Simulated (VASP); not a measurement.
# B (Fd-3m) in VASP: further runs, part 2 of 3

VASP 6.6.1. The steps go on from the part before.

## Step 3: Single point, LDA

This run uses another cell than the first one, of 8.02 Å³/atom, 1.042 times its volume.

INCAR

```
ALGO     = Normal         # electronic algorithm
EDIFF    = 1E-6           # SCF threshold, eV
ENCUT    = 520            # plane-wave cutoff, eV
GGA      = CA             # functional
ISIF     = 2              # what is computed and relaxed
ISMEAR   = -1             # smearing method
LASPH    = T              # aspherical terms in the spheres
LCHARG   = T              # write CHGCAR
LELF     = T              # ELF
LREAL    = F              # projectors in reciprocal space
LVHAR    = T            
LWAVE    = F              # write WAVECAR
NBANDS   = 10             # bands
NELM     = 100            # most SCF steps
PREC     = Accurate       # precision mode
SIGMA    = 0.1            # smearing width, eV
```

KPOINTS

```
k-points
0
Gamma
  15 15 15
```

POSCAR

```
B
1.0
    0.0000000000      2.0014594441      2.0014594441
    2.0014594441      0.0000000000      2.0014594441
    2.0014594441      2.0014594441      0.0000000000
B
2
Direct
    0.1250000000      0.1250000000      0.1250000000
    0.8750000000      0.8750000000      0.8750000000
```

Potentials or basis: VASP PAW LDA potentials, release 64 (B).

Run with:

```bash
> cat potpaw_LDA.64/B/POTCAR > POTCAR
> mpirun -np 1 vasp_std > vasp.out
```

OUTCAR:

```text
EDIFF = 1E-6
   ENCUT = 520
   GGA = CA
   ISIF = 2
   ISMEAR = -1
   LASPH = T
   LREAL = F
   NELM = 100
   PREC = Accurate

 ion  position               nearest neighbor table
   1  0.125  0.125  0.125-   2 1.73   2 1.73   2 1.73   2 1.73
   2  0.875  0.875  0.875-   1 1.73   1 1.73   1 1.73   1 1.73

  LATTYP: Found a face centered cubic cell.
 ALAT       =     4.0029188882

  Lattice vectors:

 A1 = (   0.0000000000,   2.0014594441,   2.0014594441)
 A2 = (   2.0014594441,   0.0000000000,   2.0014594441)
 A3 = (   2.0014594441,   2.0014594441,   0.0000000000)

Analysis of symmetry for initial positions (statically):
=====================================================================
 Subroutine PRICEL returns:
 Original cell was already a primitive cell.

 Routine SETGRP: Setting up the symmetry group for a
 face centered cubic supercell.

 Subroutine GETGRP returns: Found 48 space group operations
 (whereof 12 operations were pure point group operations)
 out of a pool of 48 trial point group operations.

The static configuration has the point symmetry D_3d.
 The point group associated with its full space group is O_h .

Analysis of symmetry for dynamics (positions and initial velocities):
=====================================================================
 Subroutine PRICEL returns:
 Original cell was already a primitive cell.

 Routine SETGRP: Setting up the symmetry group for a
 face centered cubic supercell.

 Subroutine GETGRP returns: Found 48 space group operations
 (whereof 12 operations were pure point group operations)
 out of a pool of 48 trial point group operations.

The dynamic configuration has the point symmetry D_3d.
 The point group associated with its full space group is O_h .

 Subroutine INISYM returns: Found 48 space group operations
 (whereof 12 operations are pure point group operations),
 and found     1 'primitive' translations

----------------------------------------------------------------------------------------
[... 114 lines left out ...]
  volume/ion in A,a.u.               =       8.02        54.10
  Fermi-wavevector in a.u.,A,eV,Ry     =   1.179692  2.229294 18.934848  1.391672
  Thomas-Fermi vector in A             =   2.315998
   LORBIT       =      0    0 simple, 1 ext, 2 COOP (PROOUT), +10 PAW based schemes
   GGA     = CA    functional components
   LHFCALC =     F    Hartree Fock is set to
   AEXX    =    0.0000 exact exchange contribution
   IVDW    =     0    specifies the selected vdW correction
   LEPSILON=     F    determine dielectric tensor
   LRPA    =     F    only Hartree local field effects (RPA)
 non-spin polarized calculation
  energy-cutoff  :      520.00
  volume of cell :       16.04
 maximum number of plane-waves:       444
 NGX is ok and might be reduce to    24
   NGX = 11   NGY = 11   NGZ = 11

 number of electron       6.0000000 magnetization

 Free energy of the ion-electron system (eV)
  ---------------------------------------------------
  ext. energy  EPLUGINS =         0.00000000
  ---------------------------------------------------
  free energy    TOTEN  =       -12.93723196 eV

  energy without entropy =      -12.90856949  energy(sigma->0) =      -12.92290072

 E-fermi :   4.1160     XC(G=0): -11.4564

 val. band max:        4.0875534720   @ k =   0.3333   0.2667   0.0000
 cond. band min:       4.1571960455   @ k =  -0.3333   0.3333   0.0000
 fundamental gap:      0.0696425735
 Fermi energy:         4.1160196535

 k-point     1 :       0.0000    0.0000    0.0000
  band No.  band energies     occupation
      1      -8.8803      2.00000
      2       8.2278      0.00000
      3       8.2278      0.00000
      4       8.2278      0.00000
      5      12.4365      0.00000
      6      12.4365      0.00000
      7      12.4365      0.00000
      8      21.4689      0.00000
      9      23.3072      0.00000
     10      27.6447      0.00000
[... 287 lines left out ...]
 k-point    24 :       0.2000    0.1333    0.0000
  band No.  band energies     occupation
      1      -8.0011      2.00000
      2       5.3211      0.00001
      3       5.9519      0.00000
      4       6.8699      0.00000
      5      12.2202      0.00000
      6      15.4707      0.00000
      7      15.5137      0.00000
      8      18.6839      0.00000
      9      24.5186      0.00000
     10      24.6150      0.00000

 [... further k-points ...]
[... 5 lines left out ...]
  --------------------------------------------------------------------------------------
  -------------------------------------------------------------------------------------
  Total        0.0163688      0.0163688      0.0163688     -0.0000000     -0.0000000      0.0000000
  in kB        1.6355198      1.6355198      1.6355198     -0.0000000     -0.0000000      0.0000000
  external PRESSURE =       1.6355198 kB  Pullay stress =       0.0000000 kB

 VOLUME and BASIS-vectors are now :
 -----------------------------------------------------------------------------
  energy-cutoff  :      520.00
  volume of cell :       16.04
      direct lattice vectors                 reciprocal lattice vectors
     0.000000000  2.001459444  2.001459444    -0.249817703  0.249817703  0.249817703
     2.001459444  0.000000000  2.001459444     0.249817703 -0.249817703  0.249817703
     2.001459444  2.001459444  0.000000000     0.249817703  0.249817703 -0.249817703

 POSITION                                       TOTAL-FORCE (eV/Angst)
 -----------------------------------------------------------------------------------
      0.50036      0.50036      0.50036         0.000000      0.000000      0.000000
      3.50255      3.50255      3.50255        -0.000000     -0.000000     -0.000000
 -----------------------------------------------------------------------------------
    total drift:                                0.000000      0.000000      0.000000

  FREE ENERGIE OF THE ION-ELECTRON SYSTEM (eV)
  ---------------------------------------------------
  free  energy   TOTEN  =       -12.9372319588 eV

  energy  without entropy=      -12.9085694859  energy(sigma->0) =      -12.92290072
```

Wall time 16 s (1 thread of Intel Xeon 8259CL, shared host); peak memory 0.13 GiB.

Results:

* Free energy: -12.9372 eV
* Pressure: 0.2 GPa
* Band gap on the k mesh: zero (band 3 reaches 8.23 eV, above the bottom of band 4 at 1.35 eV)

Levels at points of the mesh, in eV from the Fermi level:
| k point | band 1 | band 2 | band 3 | band 4 | band 5 | band 6 | band 7 |
| --- | --- | --- | --- | --- | --- | --- | --- |
| (0.00, 0.00, 0.00) | -13.00 | 4.11 | 4.11 | 4.11 | 8.32 | 8.32 | 8.32 |

## Step 4: Single point, LDA (volume scaled by 1.04)

INCAR

```
ALGO = Normal
EDIFF = 1E-7
ENCUT = 520
ISIF = 2
ISMEAR = -1
LASPH = True
LCHARG = False
LREAL = False
LWAVE = False
NBANDS = 10
NELM = 100
PREC = Accurate
SIGMA = 0.1
```

KPOINTS is that of step 3.

POSCAR

```
B
1.0
    0.0000000000      2.0277974572      2.0277974572
    2.0277974572      0.0000000000      2.0277974572
    2.0277974572      2.0277974572      0.0000000000
B
2
Direct
    0.1250000000      0.1250000000      0.1250000000
    0.8750000000      0.8750000000      0.8750000000
```

Run with:

```bash
> cat potpaw_LDA.64/B/POTCAR > POTCAR
> mpirun -np 1 vasp_std > vasp.out
```

It took 16 s on 1 thread of Intel Xeon 8259CL, shared host; peak memory 0.13 GiB.

The run converged. Its results:

* Free energy: -12.9238 eV
* Pressure: -6.8 GPa
* Band gap on the k mesh: zero (band 3 reaches 7.78 eV, above the bottom of band 4 at 1.17 eV)

Levels at points of the mesh, in eV from the Fermi level:
```
           k point  band 1  band 2  band 3  band 4  band 5  band 6  band 7
(0.00, 0.00, 0.00)  -12.72    3.98    3.98    3.98    8.11    8.11    8.11
```

Caveat: the cell differs from its parent crystal (volume scaled by 1.04).

[end of part 2 of 3]
